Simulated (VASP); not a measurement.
# AlSn (P-6m2) in VASP: notebook

The runs below take AlSn through single point, relaxation of cell and atoms, with PBEsol.

Program: VASP 6.6.1. These are calculated values, not measurements. Logs are shortened: lines on timing, memory, paths and dates and some standing lists are left out, and cuts for length are marked.

### 1 The cell of the first run

The structure is hexagonal, space group P-6m2 (No. 187). The conventional cell has a = 4.212 Å, b = 4.212 Å, c = 3.172 Å, α = 90.00°, β = 90.00°, γ = 120.00°. Al (site symmetry -6m2) has 6 Sn at 2.90 Å and 2 Al at 3.17 Å within 3.8 Å. Sn (site symmetry -6m2) has 6 Al at 2.90 Å and 2 Sn at 3.17 Å within 3.8 Å.

### 2 Single point, PBEsol

Contents of INCAR:

```
SYSTEM = AlSn
  PREC = Accurate
  ENCUT = 520
  EDIFF = 1E-6
  ISMEAR = -1
  SIGMA = 0.05
  LREAL = .False.
  LASPH = .True.
  NELM = 100
  ALGO = Normal
  ISIF = 2
  LWAVE = .False.
  LCHARG = .False.
  GGA = PS
  NBANDS = 16
```

Contents of KPOINTS:

```
Automatic mesh
0
Gamma
  11 11 12
  0 0 0
```

Contents of POSCAR:

```
AlSn
1.0
    4.2122485707      0.0000000000      0.0000000000
   -2.1061242853      3.6479142693      0.0000000000
    0.0000000000      0.0000000000      3.1719548515
Al Sn
1 1
Direct
    0.0000000000      0.0000000000      0.0000000000
    0.3333333333      0.6666666667      0.5000000000
```

Potentials or basis: VASP PAW PBE potentials, release 64 (Al, Sn_d).

The run is started by

```sh
> cat potpaw_PBE.64/Al/POTCAR potpaw_PBE.64/Sn_d/POTCAR > POTCAR
> mpirun -np 1 vasp_std > vasp.out
```

OUTCAR:

```text
SYSTEM = AlSn
   PREC = Accurate
   ENCUT = 520
   EDIFF = 1E-6
   ISMEAR = -1
   LREAL = .False.
   LASPH = .True.
   NELM = 100
   ISIF = 2
   GGA = PS

 ion  position               nearest neighbor table
   1  0.000  0.000  0.000-   2 2.90   2 2.90   2 2.90   2 2.90   2 2.90   2 2.90
   2  0.333  0.667  0.500-   1 2.90   1 2.90   1 2.90   1 2.90   1 2.90   1 2.90

  LATTYP: Found a hexagonal cell.
 ALAT       =     4.2122485707
 C/A-ratio  =     0.7530312607

  Lattice vectors:

 A1 = (   4.2122485707,   0.0000000000,   0.0000000000)
 A2 = (  -2.1061242853,   3.6479142693,   0.0000000000)
 A3 = (   0.0000000000,   0.0000000000,   3.1719548515)

Analysis of symmetry for initial positions (statically):
=====================================================================
 Subroutine PRICEL returns:
 Original cell was already a primitive cell.

 Routine SETGRP: Setting up the symmetry group for a
 hexagonal supercell.

 Subroutine GETGRP returns: Found 12 space group operations
 (whereof 12 operations were pure point group operations)
 out of a pool of 24 trial point group operations.

The static configuration has the point symmetry D_3h.

Analysis of symmetry for dynamics (positions and initial velocities):
=====================================================================
 Subroutine PRICEL returns:
 Original cell was already a primitive cell.

 Routine SETGRP: Setting up the symmetry group for a
 hexagonal supercell.

 Subroutine GETGRP returns: Found 12 space group operations
 (whereof 12 operations were pure point group operations)
 out of a pool of 24 trial point group operations.

The dynamic configuration has the point symmetry D_3h.

 Subroutine INISYM returns: Found 12 space group operations
 (whereof 12 operations are pure point group operations),
 and found     1 'primitive' translations

----------------------------------------------------------------------------------------

                                     Primitive cell

  volume of cell :      48.7400

  direct lattice vectors                    reciprocal lattice vectors
     4.212248571  0.000000000  0.000000000     0.237402894  0.137064625  0.000000000
    -2.106124285  3.647914269  0.000000000     0.000000000  0.274129249  0.000000000
     0.000000000  0.000000000  3.171954851     0.000000000  0.000000000  0.315262999

  length of vectors
     4.212248571  4.212248571  3.171954851     0.274129249  0.274129249  0.315262999

[... 79 lines left out ...]
   NELM   =    100;   NELMIN=  2; NELMDL= -5     # of ELM steps
   EDIFF  = 0.1E-05   stopping-criterion for ELM
   LREAL  =      F    real-space projection
   EDIFFG = 0.1E-04   stopping-criterion for IOM
   NSW    =      0    number of steps for IOM
   IBRION =     -1    ionic relax: 0-MD 1-quasi-New 2-CG
   NFREE  =      0    steps in history (QN), initial steepest desc. (CG)
   ISIF   =      2    stress and relaxation
   ISYM   =      2    0-nonsym 1-usesym 2-fastsym
   POTIM  = 0.5000    time-step for ionic-motion
   TEBEG  =    0.0;   TEEND  =   0.0 temperature during run
   PSTRESS=    0.0 pullay stress
   NELECT =      17.0000    total number of electrons
   NUPDOWN=      -1.0000    fix difference up-down
   EMIN   =  10.00;   EMAX   =-10.00  energy-range for DOS
   EFERMI =   0.00;   METHOD = LEGACY
   ISMEAR =    -1;   SIGMA  =   0.05  broadening in eV -4-tet -1-fermi 0-gaus
   EFERMI_NEDOS =   21; number of points for ismear=-14 and -15
   IALGO  =     38    algorithm
   IMIX   =      4    mixing-type and parameters
     AMIX     =   0.40;   BMIX     =  1.00
     AMIX_MAG =   1.60;   BMIX_MAG =  1.00
  volume/ion in A,a.u.               =      24.37       164.46
  Fermi-wavevector in a.u.,A,eV,Ry     =   1.152381  2.177684 18.068279  1.327981
  Thomas-Fermi vector in A             =   2.289032
   LORBIT       =      0    0 simple, 1 ext, 2 COOP (PROOUT), +10 PAW based schemes
   GGA     = PS    functional components
   LHFCALC =     F    Hartree Fock is set to
   AEXX    =    0.0000 exact exchange contribution
   IVDW    =     0    specifies the selected vdW correction
   LEPSILON=     F    determine dielectric tensor
   LRPA    =     F    only Hartree local field effects (RPA)
 non-spin polarized calculation
  energy-cutoff  :      520.00
  volume of cell :       48.74
 maximum number of plane-waves:      1332
 NGX is ok and might be reduce to    32
   NGX = 15   NGY = 15   NGZ = 11

 number of electron      16.9999997 magnetization

 Free energy of the ion-electron system (eV)
  ---------------------------------------------------
  ext. energy  EPLUGINS =         0.00000000
  ---------------------------------------------------
  free energy    TOTEN  =        -7.96777111 eV

  energy without entropy =       -7.95959167  energy(sigma->0) =       -7.96368139

 E-fermi :   6.7679     XC(G=0):  -9.8136

 val. band max:        6.7569884697   @ k =   0.3636   0.2727   0.3333
 cond. band min:       6.7804501458   @ k =   0.2727   0.0000   0.3333
 fundamental gap:      0.0234616761
 Fermi energy:         6.7678938952

 k-point     1 :       0.0000    0.0000    0.0000
  band No.  band energies     occupation
      1     -14.6650      2.00000
      2     -14.4859      2.00000
      3     -14.4859      2.00000
      4     -14.4686      2.00000
      5     -14.4686      2.00000
      6      -4.0685      2.00000
[... 433 lines left out ...]
      3     -14.4780      2.00000
      4     -14.4769      2.00000
      5     -14.4752      2.00000
      6      -3.3812      2.00000
[... 8 lines left out ...]
     15      16.1303      0.00000
     16      17.4881      0.00000

 [... further k-points ...]

------------------------ aborting loop because EDIFF is reached ----------------------------------------

  FORCE on cell =-STRESS in cart. coord.  units (eV):
  Direction    XX          YY          ZZ          XY          YZ          ZX
  --------------------------------------------------------------------------------------
  -------------------------------------------------------------------------------------
  Total       -0.0304287     -0.0304287     -0.0138656     -0.0000000     -0.0000000      0.0000000
  in kB       -1.0002481     -1.0002481     -0.4557903     -0.0000000     -0.0000000      0.0000000
  external PRESSURE =      -0.8187622 kB  Pullay stress =       0.0000000 kB

 VOLUME and BASIS-vectors are now :
 -----------------------------------------------------------------------------
  energy-cutoff  :      520.00
  volume of cell :       48.74
      direct lattice vectors                 reciprocal lattice vectors
     4.212248571  0.000000000  0.000000000     0.237402894  0.137064625  0.000000000
    -2.106124285  3.647914269  0.000000000     0.000000000  0.274129249  0.000000000
     0.000000000  0.000000000  3.171954851     0.000000000  0.000000000  0.315262999

 POSITION                                       TOTAL-FORCE (eV/Angst)
 -----------------------------------------------------------------------------------
      0.00000      0.00000      0.00000         0.000000      0.000000      0.000000
     -0.00000      2.43194      1.58598         0.000000      0.000000      0.000000
 -----------------------------------------------------------------------------------
    total drift:                                0.000001     -0.000000     -0.000000

  FREE ENERGIE OF THE ION-ELECTRON SYSTEM (eV)
  ---------------------------------------------------
  free  energy   TOTEN  =        -7.9677711095 eV

  energy  without entropy=       -7.9595916674  energy(sigma->0) =       -7.96368139
```

OSZICAR:

```text
N       E                     dE             d eps       ncg     rms          rms(c)
DAV:   1     0.957225347973E+02    0.95723E+02   -0.77704E+03  3664   0.126E+03
DAV:   2    -0.315073548595E+00   -0.96038E+02   -0.92315E+02  3896   0.331E+02
DAV:   3    -0.783606921551E+01   -0.75210E+01   -0.74937E+01  4688   0.742E+01
DAV:   4    -0.802549513880E+01   -0.18943E+00   -0.18939E+00  4416   0.125E+01
DAV:   5    -0.803415749745E+01   -0.86624E-02   -0.86622E-02  5440   0.257E+00    0.246E+00
DAV:   6    -0.798939025666E+01    0.44767E-01   -0.25358E-02  4880   0.227E+00    0.138E+00
DAV:   7    -0.796797532823E+01    0.21415E-01   -0.26431E-02  4880   0.205E+00    0.159E-01
DAV:   8    -0.796776099764E+01    0.21433E-03   -0.24250E-03  4752   0.613E-01    0.509E-02
DAV:   9    -0.796777037128E+01   -0.93736E-05   -0.98517E-05  4928   0.847E-02    0.104E-02
DAV:  10    -0.796777110949E+01   -0.73821E-06   -0.64737E-06  4680   0.183E-02
   1 F= -.79677711E+01 E0= -.79636814E+01  d E =-.817944E-02
```

stdout:

```text
POSCAR found type information on POSCAR AlSn
 POSCAR found :  2 types and       2 ions
 scaLAPACK will be used
 -----------------------------------------------------------------------------
|                                                                             |
|                                                                             |
|     You enforced a specific xc type in the INCAR file but a different       |
|     I HOPE YOU KNOW WHAT YOU ARE DOING!                                     |
|                                                                             |
 -----------------------------------------------------------------------------

 LDA part: xc-table for (Slater+PW92), standard interpolation
 POSCAR, INCAR and KPOINTS ok, starting setup
 FFT: planning ... GRIDC
 FFT: planning ... GRID_SOFT
 FFT: planning ... GRID
 WAVECAR not read
 entering main loop
```

It took 24 s on 1 thread of Intel Xeon 6975P-C (Granite Rapids), shared host; peak memory 0.22 GiB.

What came out:

* Free energy: -7.9678 eV
* Pressure: -0.1 GPa
* Band gap on the k mesh: zero (an odd number of electrons rules out a gap without spin polarisation)

Caveat: the PAW data sets were made with another functional, which shifts forces and pressure a little; spin-orbit coupling is left out, which moves the levels of the heavy elements.

### 3 Single point, PBEsol

Contents of INCAR:

```
  PREC = Accurate
  ENCUT = 520
  EDIFF = 1E-6
  ISMEAR = -1
  SIGMA = 0.05
  LREAL = F
  LASPH = T
  NELM = 100
  ALGO = Normal
  ISIF = 2
  LWAVE = F
  LCHARG = F
  GGA = PS
  NBANDS = 16
```

Contents of KPOINTS:

```
Automatic mesh
0
Gamma
  11 11 12
```

POSCAR is that of step 2.

Potentials or basis: VASP PAW PBE potentials, release 64 (Al, Sn_d).

The run is started by

```sh
> cat potpaw_PBE.64/Al/POTCAR potpaw_PBE.64/Sn_d/POTCAR > POTCAR
> mpirun -np 1 vasp_std > vasp.out
```

Run time: 24 s. Hardware: 1 thread of Intel Xeon 6975P-C (Granite Rapids), shared host; peak memory 0.21 GiB.

The run converged. Its results:

- Free energy: -7.9678 eV
- Pressure: -0.1 GPa
- Band gap on the k mesh: zero (an odd number of electrons rules out a gap without spin polarisation)

Levels at points of the mesh, in eV from the Fermi level:
```csv
k point,band 6,band 7,band 8,band 9,band 10,band 11
"(0.00, 0.00, 0.00)",-10.84,-0.65,-0.65,0.31,2.80,2.80
"(0.00, 0.00, 0.50)",-7.42,-6.34,2.62,2.62,3.51,3.51
```

Caveat: the PAW data sets were made with another functional, which shifts forces and pressure a little; spin-orbit coupling is left out, which moves the levels of the heavy elements.

(Continued in part 2 of 2.)

The gap in the log of VASP goes by the Fermi energy; the results here count the filled bands.